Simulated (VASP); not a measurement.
# P3C (Im-3m) in VASP: a series of runs

P3C is run at these levels: PBE; tasks: single point, relaxation of cell and atoms.

Everything below comes from runs of VASP 6.6.1. Logs are shortened: lines on timing, memory, paths and dates and some standing lists are left out, and cuts for length are marked.

### Step 1. The cell of the first run

Symmetry: Im-3m, No. 229, cubic system. The conventional cell has a = 4.579 Å, b = 4.579 Å, c = 4.579 Å, α = 90.00°, β = 90.00°, γ = 90.00°. Within 3.0 Å of P (site symmetry 4/mmm) lie 4 P at 2.29 Å and 2 C at 2.29 Å. C (site symmetry m-3m) has 6 P at 2.29 Å within 3.0 Å.

The cell was built from a structure type or drawn by symmetry, and may not be a known phase.

### Step 2. Single point, PBE

INCAR reads:

```
SYSTEM = P3C
ALGO = Normal ; EDIFF = 1E-6
ENCUT = 600 ; GGA = PE
GGA_COMPAT = .FALSE. ; ISIF = 2
ISMEAR = 0 ; LASPH = .TRUE.
LCHARG = .FALSE. ; LREAL = .FALSE.
LWAVE = .FALSE. ; NBANDS = 18
NELM = 120 ; PREC = Accurate
SIGMA = 0.1
```

KPOINTS reads:

```
k-points
0
G
  4 4 4
  0 0 0
```

POSCAR reads:

```
P3C
1.0
   -2.2896230861      2.2896230861      2.2896230861
    2.2896230861     -2.2896230861      2.2896230861
    2.2896230861      2.2896230861     -2.2896230861
P C
3 1
Direct
    0.0000000000      0.5000000000      0.5000000000
    0.5000000000      0.0000000000      0.5000000000
    0.5000000000      0.5000000000      0.0000000000
    0.0000000000      0.0000000000      0.0000000000
```

Potentials or basis: VASP PAW PBE potentials, release 64 (P, C).

Command:

```bash
$ cat potpaw_PBE.64/P/POTCAR potpaw_PBE.64/C/POTCAR > POTCAR
$ mpirun -np 1 vasp_std > vasp.out
```

OUTCAR:

```text
SYSTEM = P3C
   EDIFF = 1E-6
   ENCUT = 600
   GGA = PE
   ISIF = 2
   ISMEAR = 0
   LASPH = .TRUE.
   LREAL = .FALSE.
   NELM = 120
   PREC = Accurate

 ion  position               nearest neighbor table
   1  0.000  0.500  0.500-   2 2.29   3 2.29   4 2.29   4 2.29   3 2.29   2 2.29
   2  0.500  0.000  0.500-   1 2.29   3 2.29   4 2.29   3 2.29   4 2.29   1 2.29
   3  0.500  0.500  0.000-   1 2.29   2 2.29   4 2.29   2 2.29   1 2.29   4 2.29
   4  0.000  0.000  0.000-   1 2.29   2 2.29   3 2.29   1 2.29   2 2.29   3 2.29

  LATTYP: Found a body centered cubic cell.
 ALAT       =     4.5792461722

  Lattice vectors:

 A1 = (  -2.2896230861,   2.2896230861,   2.2896230861)
 A2 = (   2.2896230861,  -2.2896230861,   2.2896230861)
 A3 = (   2.2896230861,   2.2896230861,  -2.2896230861)

Analysis of symmetry for initial positions (statically):
=====================================================================
 Subroutine PRICEL returns:
 Original cell was already a primitive cell.

 Routine SETGRP: Setting up the symmetry group for a
 body centered cubic supercell.

 Subroutine GETGRP returns: Found 48 space group operations
 (whereof 48 operations were pure point group operations)
 out of a pool of 48 trial point group operations.

The static configuration has the point symmetry O_h .

Analysis of symmetry for dynamics (positions and initial velocities):
=====================================================================
 Subroutine PRICEL returns:
 Original cell was already a primitive cell.

 Routine SETGRP: Setting up the symmetry group for a
 body centered cubic supercell.

 Subroutine GETGRP returns: Found 48 space group operations
 (whereof 48 operations were pure point group operations)
 out of a pool of 48 trial point group operations.

The dynamic configuration has the point symmetry O_h .

 Subroutine INISYM returns: Found 48 space group operations
 (whereof 48 operations are pure point group operations),
 and found     1 'primitive' translations

----------------------------------------------------------------------------------------

                                     Primitive cell

  volume of cell :      48.0122

  direct lattice vectors                    reciprocal lattice vectors
    -2.289623086  2.289623086  2.289623086     0.000000000  0.218376554  0.218376554
     2.289623086 -2.289623086  2.289623086     0.218376554  0.000000000  0.218376554
     2.289623086  2.289623086 -2.289623086     0.218376554  0.218376554  0.000000000

  length of vectors
     3.965743515  3.965743515  3.965743515     0.308831085  0.308831085  0.308831085

  position of ions in fractional coordinates (direct lattice)
     0.000000000  0.500000000  0.500000000
     0.500000000  0.000000000  0.500000000
     0.500000000  0.500000000  0.000000000
     0.000000000  0.000000000  0.000000000

  ion indices of the primitive-cell ions
   primitive index   ion index
                 1           1
                 2           2
                 3           3
                 4           4

----------------------------------------------------------------------------------------

 KPOINTS: k-points

Automatic generation of k-mesh.
 Grid dimensions read from file:
 generate k-points for:    4    4    4

 Generating k-lattice:

  Cartesian coordinates                     Fractional coordinates (reciprocal lattice)
     0.000000000  0.054594139  0.054594139     0.250000000  0.000000000  0.000000000
     0.054594139  0.000000000  0.054594139     0.000000000  0.250000000  0.000000000
     0.054594139  0.054594139  0.000000000     0.000000000  0.000000000  0.250000000

  Length of vectors
     0.077207771  0.077207771  0.077207771

  Shift w.r.t. Gamma in fractional coordinates (k-lattice)
     0.000000000  0.000000000  0.000000000

 Subroutine IBZKPT returns following result:
 ===========================================

 Found      8 irreducible k-points:

 Following reciprocal coordinates:
            Coordinates               Weight
  0.000000  0.000000  0.000000      1.000000
  0.250000  0.000000  0.000000     12.000000
  0.500000  0.000000  0.000000      6.000000
  0.250000  0.250000  0.000000     24.000000
  0.250000  0.250000  0.250000      2.000000
 -0.250000  0.250000  0.250000      6.000000
  0.500000  0.500000  0.250000     12.000000
  0.500000  0.500000  0.500000      1.000000
   k-points           NKPTS =      8   k-points in BZ     NKDIM =      8   number of bands    NBANDS=     18
   number of dos      NEDOS =    301   number of ions     NIONS =      4
   total plane-waves  NPLWV =  32768
   dimension x,y,z NGX =    32 NGY =   32 NGZ =   32
   dimension x,y,z NGXF=    64 NGYF=   64 NGZF=   64
   ions per type =               3   1
   NGX,Y,Z   is equivalent  to a cutoff of  13.41, 13.41, 13.41 a.u.
   NGXF,Y,Z  is equivalent  to a cutoff of  26.83, 26.83, 26.83 a.u.
 SYSTEM =  P3C
   PREC   = accura    normal or accurate (medium, high low for compatibility)
   ISTART =      0    job   : 0-new  1-cont  2-samecut
   ICHARG =      2    charge: 1-file 2-atom 10-const
   ISPIN  =      1    spin polarized calculation?
   LNONCOLLINEAR =      F non collinear calculations
   LSORBIT =      F    spin-orbit coupling
   LASPH  =      T    aspherical Exc in radial PAW
   ENCUT  =  600.0 eV  44.10 Ry    6.64 a.u.   7.92  7.92  7.92*2*pi/ulx,y,z
   NELM   =    120;   NELMIN=  2; NELMDL= -5     # of ELM steps
   EDIFF  = 0.1E-05   stopping-criterion for ELM
   LREAL  =      F    real-space projection
   EDIFFG = 0.1E-04   stopping-criterion for IOM
   NSW    =      0    number of steps for IOM
   IBRION =     -1    ionic relax: 0-MD 1-quasi-New 2-CG
   NFREE  =      0    steps in history (QN), initial steepest desc. (CG)
   ISIF   =      2    stress and relaxation
   ISYM   =      2    0-nonsym 1-usesym 2-fastsym
   POTIM  = 0.5000    time-step for ionic-motion
   TEBEG  =    0.0;   TEEND  =   0.0 temperature during run
   PSTRESS=    0.0 pullay stress
   NELECT =      19.0000    total number of electrons
   NUPDOWN=      -1.0000    fix difference up-down
   EMIN   =  10.00;   EMAX   =-10.00  energy-range for DOS
   EFERMI =   0.00;   METHOD = LEGACY
   ISMEAR =     0;   SIGMA  =   0.10  broadening in eV -4-tet -1-fermi 0-gaus
   EFERMI_NEDOS =   21; number of points for ismear=-14 and -15
   IALGO  =     38    algorithm
   IMIX   =      4    mixing-type and parameters
     AMIX     =   0.40;   BMIX     =  1.00
     AMIX_MAG =   1.60;   BMIX_MAG =  1.00
  volume/ion in A,a.u.               =      12.00        81.00
  Fermi-wavevector in a.u.,A,eV,Ry     =   1.201919  2.271298 19.655118  1.444610
  Thomas-Fermi vector in A             =   2.337715
   LORBIT       =      0    0 simple, 1 ext, 2 COOP (PROOUT), +10 PAW based schemes
   GGA     = PE    functional components
   LHFCALC =     F    Hartree Fock is set to
   AEXX    =    0.0000 exact exchange contribution
   IVDW    =     0    specifies the selected vdW correction
   LEPSILON=     F    determine dielectric tensor
   LRPA    =     F    only Hartree local field effects (RPA)
 non-spin polarized calculation
 Gauss-broadening in eV      SIGMA  =   0.10
  energy-cutoff  :      600.00
  volume of cell :       48.01
 maximum number of plane-waves:      1638
   NGX = 15   NGY = 15   NGZ = 15

 number of electron      19.0000001 magnetization

 Free energy of the ion-electron system (eV)
  ---------------------------------------------------
  ext. energy  EPLUGINS =         0.00000000
  ---------------------------------------------------
  free energy    TOTEN  =       -21.73779588 eV

  energy without entropy =      -21.72072012  energy(sigma->0) =      -21.72925800

 E-fermi :  10.5327     XC(G=0): -11.7347

 val. band max:       10.2842226166   @ k =   0.2500   0.2500   0.2500
 cond. band min:      10.5808269259   @ k =   0.2500   0.2500   0.0000
 fundamental gap:      0.2966043093
 Fermi energy:        10.5327421158

 k-point     1 :       0.0000    0.0000    0.0000
  band No.  band energies     occupation
      1      -7.3717      2.00000
      2       2.7122      2.00000
      3       3.5378      2.00000
      4       3.5378      2.00000
      5       4.1905      2.00000
      6       4.1905      2.00000
[... 10 lines left out ...]
     17      18.8392      0.00000
     18      18.8392      0.00000

 k-point     2 :       0.2500    0.0000    0.0000
  band No.  band energies     occupation
      1      -6.5737      2.00000
      2      -0.4617      2.00000
      3       1.5236      2.00000
      4       1.6943      2.00000
      5       3.6298      2.00000
      6       4.7576      2.00000
[... 10 lines left out ...]
     17      18.3506      0.00000
     18      18.5462      0.00000

 k-point     3 :       0.5000    0.0000    0.0000
  band No.  band energies     occupation
      1      -4.4701      2.00000
      2      -3.9259      2.00000
      3       0.8462      2.00000
      4       0.9212      2.00000
      5       3.1892      2.00000
      6       4.2478      2.00000
[... 10 lines left out ...]
     17      18.6555      0.00000
     18      18.9818      0.00000

 k-point     4 :       0.2500    0.2500    0.0000
  band No.  band energies     occupation
      1      -5.0103      2.00000
      2      -2.1572      2.00000
      3      -1.6468      2.00000
      4       1.0626      2.00000
      5       4.8225      2.00000
      6       5.0467      2.00000
[... 10 lines left out ...]
     17      17.1092      0.00000
     18      19.1361      0.00000

 k-point     5 :       0.2500    0.2500    0.2500
  band No.  band energies     occupation
      1      -2.8521      2.00000
      2      -2.8521      2.00000
      3      -2.8521      2.00000
      4      -1.8869      2.00000
      5       8.6599      2.00000
      6       8.6599      2.00000
[... 10 lines left out ...]
     17      22.1793      0.00000
     18      22.1793      0.00000

 k-point     6 :      -0.2500    0.2500    0.2500
  band No.  band energies     occupation
      1      -5.7932      2.00000
      2      -0.9463      2.00000
      3      -0.3533      2.00000
      4       2.2367      2.00000
      5       2.2367      2.00000
      6       4.6121      2.00000
[... 10 lines left out ...]
     17      17.4335      0.00000
     18      20.0242      0.00000

 k-point     7 :       0.5000    0.5000    0.2500
  band No.  band energies     occupation
      1      -3.7770      2.00000
      2      -3.2794      2.00000
      3      -1.3429      2.00000
      4       1.5641      2.00000
      5       3.3694      2.00000
      6       3.5342      2.00000
[... 10 lines left out ...]
     17      17.5993      0.00000
     18      19.1713      0.00000

 k-point     8 :       0.5000    0.5000    0.5000
  band No.  band energies     occupation
      1      -2.5911      2.00000
      2      -2.5911      2.00000
      3      -1.5040      2.00000
      4       0.8467      2.00000
      5       0.8467      2.00000
      6       0.8467      2.00000
[... 10 lines left out ...]
     17      19.7602      0.00000
     18      20.2949      0.00000

------------------------ aborting loop because EDIFF is reached ----------------------------------------

  FORCE on cell =-STRESS in cart. coord.  units (eV):
  Direction    XX          YY          ZZ          XY          YZ          ZX
  --------------------------------------------------------------------------------------
  -------------------------------------------------------------------------------------
  Total       -0.1711466     -0.1711466     -0.1711466     -0.0000000      0.0000000      0.0000000
  in kB       -5.7111941     -5.7111941     -5.7111941     -0.0000000      0.0000000      0.0000000
  external PRESSURE =      -5.7111941 kB  Pullay stress =       0.0000000 kB

 VOLUME and BASIS-vectors are now :
 -----------------------------------------------------------------------------
  energy-cutoff  :      600.00
  volume of cell :       48.01
      direct lattice vectors                 reciprocal lattice vectors
    -2.289623086  2.289623086  2.289623086     0.000000000  0.218376554  0.218376554
     2.289623086 -2.289623086  2.289623086     0.218376554  0.000000000  0.218376554
     2.289623086  2.289623086 -2.289623086     0.218376554  0.218376554  0.000000000

 POSITION                                       TOTAL-FORCE (eV/Angst)
 -----------------------------------------------------------------------------------
      2.28962      0.00000      0.00000         0.000000     -0.000000     -0.000000
      0.00000      2.28962      0.00000        -0.000000     -0.000000     -0.000000
      0.00000      0.00000      2.28962         0.000000      0.000000      0.000000
      0.00000      0.00000      0.00000         0.000000     -0.000000      0.000000
 -----------------------------------------------------------------------------------
    total drift:                               -0.000000     -0.000000      0.000000

  FREE ENERGIE OF THE ION-ELECTRON SYSTEM (eV)
  ---------------------------------------------------
  free  energy   TOTEN  =       -21.7377958802 eV

  energy  without entropy=      -21.7207201215  energy(sigma->0) =      -21.72925800
```

It took 15 s on 1 thread of Intel Xeon 8259CL, shared host; peak memory 0.17 GiB.

Results:

- Free energy: -21.7378 eV
- Pressure: -0.6 GPa
- Band gap on the k mesh: zero (an odd number of electrons rules out a gap without spin polarisation)

Caveat: the k points lie up to 0.49 Å⁻¹ apart, too coarse for converged energies and pressures of a metal.

### Step 3. Single point, PBE

This run uses another cell than the first one, of 18.55 Å³/atom.

INCAR reads:

```
PREC = Accurate
ENCUT = 600
EDIFF = 1E-6
ISMEAR = 0
SIGMA = 0.1
LREAL = F
LASPH = T
NELM = 120
ALGO = Normal
ISIF = 2
LWAVE = F
LCHARG = T
GGA = PE
LELF = T
LVHAR = T
NBANDS = 18
GGA_COMPAT = F
```

KPOINTS reads:

```
Automatic mesh
0
Gamma
  4 4 4
```

POSCAR reads:

```
P3C
1.0
   -2.6472025800      2.6472025800      2.6472025800
    2.6472025800     -2.6472025800      2.6472025800
    2.6472025800      2.6472025800     -2.6472025800
P C
3 1
Direct
    0.0000000000      0.5000000000      0.5000000000
    0.5000000000      0.0000000000      0.5000000000
    0.5000000000      0.5000000000      0.0000000000
    0.0000000000      0.0000000000      0.0000000000
```

Potentials or basis: VASP PAW PBE potentials, release 64 (P, C).

Command:

```bash
$ cat potpaw_PBE.64/P/POTCAR potpaw_PBE.64/C/POTCAR > POTCAR
$ mpirun -np 1 vasp_std > vasp.out
```

It took 33 s on 1 thread of Intel Xeon 8259CL, shared host; peak memory 0.23 GiB.

It converged, with:

- Free energy: -18.9041 eV
- Pressure: -22.1 GPa
- Band gap on the k mesh: zero (an odd number of electrons rules out a gap without spin polarisation)

Levels at points of the mesh, in eV from the Fermi level:
```
           k point  band 8  band 9  band 10  band 11  band 12  band 13
(0.00, 0.00, 0.00)   -2.71   -2.71    -2.71     3.55     3.55     3.55
(0.50, 0.00, 0.00)   -0.99   -0.62    -0.47     0.70     1.22     1.87
(0.50, 0.50, 0.50)   -1.18   -1.18    -1.18     4.48     4.48     4.48
```

Caveat: the k points lie up to 0.42 Å⁻¹ apart, too coarse for converged energies and pressures of a metal.

(Continued in part 2 of 2.)
